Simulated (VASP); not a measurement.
# NaBe4 in VASP: a series of runs, part 2 of 2

VASP 6.6.1. The steps go on from the part before.

### 5 Relaxation of cell and atoms, PBE

Input file INCAR:

```
SYSTEM = NaBe4
PREC = Accurate
ENCUT = 600
EDIFF = 1E-6
ISMEAR = 0
SIGMA = 0.1
LREAL = .FALSE.
LASPH = .TRUE.
NELM = 80
ALGO = Fast
ISIF = 3
LWAVE = .FALSE.
LCHARG = .FALSE.
GGA = PE
IBRION = 2
NSW = 100
EDIFFG = -0.01
```

Input file KPOINTS:

```
regular mesh
0
G
  10 10 10
  0 0 0
```

Input file POSCAR:

```
NaBe4
1.0
    3.8501258057      0.0000000000      0.0000000000
    0.0000000000      3.8501258057      0.0000000000
    0.0000000000      0.0000000000      4.2723834370
Na Be
1 4
Direct
    0.5000000000      0.5000000000      0.5000000000
    0.5000000000      0.0000000000      0.0000000000
    0.0000000000      0.0000000000      0.2331439344
    0.0000000000      0.5000000000      0.0000000000
    0.0000000000      0.0000000000      0.7668560656
```

Potentials or basis: VASP PAW PBE potentials, release 64 (Na_pv, Be).

Command:

```sh
$ cat potpaw_PBE.64/Na_pv/POTCAR potpaw_PBE.64/Be/POTCAR > POTCAR
$ mpirun -np 1 vasp_std > vasp.out
```

OUTCAR:

```text
SYSTEM = NaBe4
   PREC = Accurate
   ENCUT = 600
   EDIFF = 1E-6
   ISMEAR = 0
   LREAL = .FALSE.
   LASPH = .TRUE.
   NELM = 80
   ISIF = 3
   GGA = PE
   IBRION = 2
   NSW = 100
   EDIFFG = -0.01

 ion  position               nearest neighbor table
   1  0.500  0.500  0.500-
   2  0.500  0.000  0.000-   3 2.17   5 2.17   3 2.17   5 2.17
   3  0.000  0.000  0.233-   5 1.99   4 2.17   2 2.17   4 2.17   2 2.17   5 2.28
   4  0.000  0.500  0.000-   3 2.17   5 2.17   3 2.17   5 2.17
   5  0.000  0.000  0.767-   3 1.99   2 2.17   4 2.17   4 2.17   2 2.17   3 2.28

  LATTYP: Found a simple tetragonal cell.
 ALAT       =     3.8501258057
 C/A-ratio  =     1.1096737230

  Lattice vectors:

 A1 = (   3.8501258057,   0.0000000000,   0.0000000000)
 A2 = (   0.0000000000,   3.8501258057,   0.0000000000)
 A3 = (   0.0000000000,   0.0000000000,   4.2723834370)

[... 321 lines left out ...]
      3     -20.1303      2.00000
      4      -4.8303      2.00000
      5       1.4735      2.00000
      6       1.4735      2.00000
      7       1.8073      2.00000
      8       2.3608      2.00000
      9       5.5331      0.00000
     10       6.3914      0.00000
     11       8.7504      0.00000
[... 309 lines left out ...]
 k-point    24 :       0.2000    0.0000    0.1000
  band No.  band energies     occupation
      1     -20.1818      2.00000
      2     -20.1369      2.00000
      3     -20.1295      2.00000
      4      -4.4709      2.00000
      5       0.1365      2.00000
      6       1.1930      2.00000
      7       1.7816      2.00000
      8       3.4932      0.00000
      9       5.9029      0.00000
     10       6.6244      0.00000
     11       7.8873      0.00000

 [... further k-points ...]

------------------------ aborting loop because EDIFF is reached ----------------------------------------

  FORCE on cell =-STRESS in cart. coord.  units (eV):
  Direction    XX          YY          ZZ          XY          YZ          ZX
  --------------------------------------------------------------------------------------
  -------------------------------------------------------------------------------------
  Total        0.0047698      0.0047698      0.0142803      0.0000000      0.0000000      0.0000000
  in kB        0.1207946      0.1207946      0.3616500      0.0000000      0.0000000      0.0000000
  external PRESSURE =       0.2010797 kB  Pullay stress =       0.0000000 kB
[... 20 lines left out ...]
  FREE ENERGIE OF THE ION-ELECTRON SYSTEM (eV)
  ---------------------------------------------------
  free  energy   TOTEN  =       -13.8765930342 eV

  energy  without entropy=      -13.8703850738  energy(sigma->0) =      -13.87348905

 reached required accuracy - stopping structural energy minimisation
```

Run time: 3.1 min. Hardware: 1 thread of Intel Xeon Platinum 8259CL at 2.50GHz (Skylake/Cascade Lake), shared host; peak memory 0.26 GiB.

What came out:

| Item | Value |
| --- | --- |
| Free energy | -13.8766 eV |
| Relaxed volume | 12.65 Å³/atom |
| Relaxed cell | a = 3.861 Å, b = 3.861 Å, c = 4.244 Å, α = 90.00°, β = 90.00°, γ = 90.00° |
| Space group after relaxing (to 0.05 Å) | P4/mmm (No. 123) |
| Energy gained by relaxing | 0.2 meV/atom |
| Ionic steps | 4 |
| Pressure after relaxing | 0.0 GPa |
| Largest force after relaxing | 0.004 eV/Å |

Forces on the atoms (eV/Å):
```
Na   0.000  0.000  0.000
Be   0.000  0.000  0.000
Be   0.000  0.000  0.004
Be   0.000  0.000  0.000
Be   0.000  0.000 -0.004
```

Step by step:
```csv
step,energy change (eV),largest force (eV/Å),pressure (GPa),volume (Å³)
1,0.0000,0.0459,0.02,63.33
2,-0.0005,0.0218,0.00,63.35
3,-0.0009,0.0290,-0.12,63.38
4,-0.0010,0.0038,0.02,63.26
```

Final structure:
```
Na Be
1.0
     3.86096    0.00000    0.00000
     0.00000    3.86096    0.00000
     0.00000    0.00000    4.24393
Na Be
1 4
Direct
  0.50000 0.50000 0.50000
  0.50000 0.00000 0.00000
  0.00000 0.00000 0.23454
  0.00000 0.50000 0.00000
  0.00000 0.00000 0.76546
```

Levels at points of the mesh, in eV from the Fermi level:
| k point | band 3 | band 4 | band 5 | band 6 | band 7 | band 8 | band 9 | band 10 | band 11 |
| --- | --- | --- | --- | --- | --- | --- | --- | --- | --- |
| (0.00, 0.00, 0.00) | -23.11 | -7.81 | -1.50 | -1.50 | -1.17 | -0.62 | 2.55 | 3.41 | 5.77 |
| (0.50, 0.00, 0.00) | -23.11 | -6.39 | -5.14 | -0.62 | -0.54 | 1.08 | 1.15 | 3.30 | 3.60 |
| (0.50, 0.50, 0.00) | -23.13 | -5.37 | -3.59 | -3.59 | -1.93 | -0.08 | 1.53 | 1.53 | 5.22 |
| (0.00, 0.00, 0.50) | -23.11 | -6.90 | -4.87 | -0.95 | -0.95 | 3.39 | 3.44 | 3.47 | 3.47 |
| (0.50, 0.00, 0.50) | -23.11 | -5.78 | -4.14 | -3.24 | -1.94 | 0.16 | 3.55 | 4.02 | 4.32 |
| (0.50, 0.50, 0.50) | -23.12 | -4.96 | -2.60 | -2.60 | -1.57 | -1.35 | -1.05 | -1.05 | 4.47 |

### 6 Overview

```tsv
task	cell	k mesh	cutoff (eV)	smearing	gap on the mesh (eV)	pressure (GPa)	largest force (eV/Å)
single point	a = 3.850, b = 3.850, c = 4.272 Å, 5 atoms	4 × 4 × 4	520	gaussian 0.1 eV	none	0.1	0.11
single point	a = 3.859, b = 3.859, c = 4.243 Å, 5 atoms	10 × 10 × 10	520	gaussian 0.1 eV	none	0.1	0.01
single point	a = 4.272, b = 3.855, c = 7.690 Å, angles 90.1, 90.0, 90.0°, 10 atoms	6 × 6 × 4	520	gaussian 0.2 eV	none	0.1	0.02
relaxation of cell and atoms	relaxed from a = 3.850, b = 3.850, c = 4.272 Å, 5 atoms	10 × 10 × 10	600	gaussian 0.1 eV	none	0.0	-
```

Alike in all rows: level PBE; potentials or basis VASP PAW PBE potentials, release 64 (Na_pv, Be); no spin polarisation.

Caveats: some runs use coarse meshes.

Absolute energies hang on the potentials; compare differences alone.
